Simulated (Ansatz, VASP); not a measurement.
# Two plane-wave programs on Mo

```xyz
1
Lattice="2.9820 -0.0002 -0.9369 -1.4917 2.2146 0.4657 -0.8240 0.0029 2.5807" Properties=species:S:1:pos:R:3 pbc="T T T"
Mo   -0.4120    0.0015    1.2903
```

Change from the starting cell: cell sheared at random, sigma 0.06, atoms nudged by 0.01 Å; relaxed back.

Alike in both runs: functional PBEsol; k mesh 12 × 12 × 14; occupations gaussian, width 0.15 eV; no spin polarisation.

Ansatz relaxed the structure, and its values are those at the end. VASP's run is a single point on that final structure, the one shown.

|  | VASP | Ansatz |
| --- | --- | --- |
| version | VASP 6.6.1 | Ansatz 0.2.0 |
| potentials or method | VASP PAW PBE potentials, release 64 (Mo_sv), cutoff 520 eV | scalar-relativistic, plane waves, PAW |
| valence electrons in the cell | 14 | 14 |

|  | VASP | Ansatz | Ansatz less VASP |
| --- | --- | --- | --- |
| gap on the k mesh at the Fermi level (eV) | none | none | - |
| pressure (GPa) | 0.5 | 0.0 | -0.55 |

VASP's potentials were made for PBE, not for PBEsol. A gap of «none» marks a metal or a gap that the smearing closes.
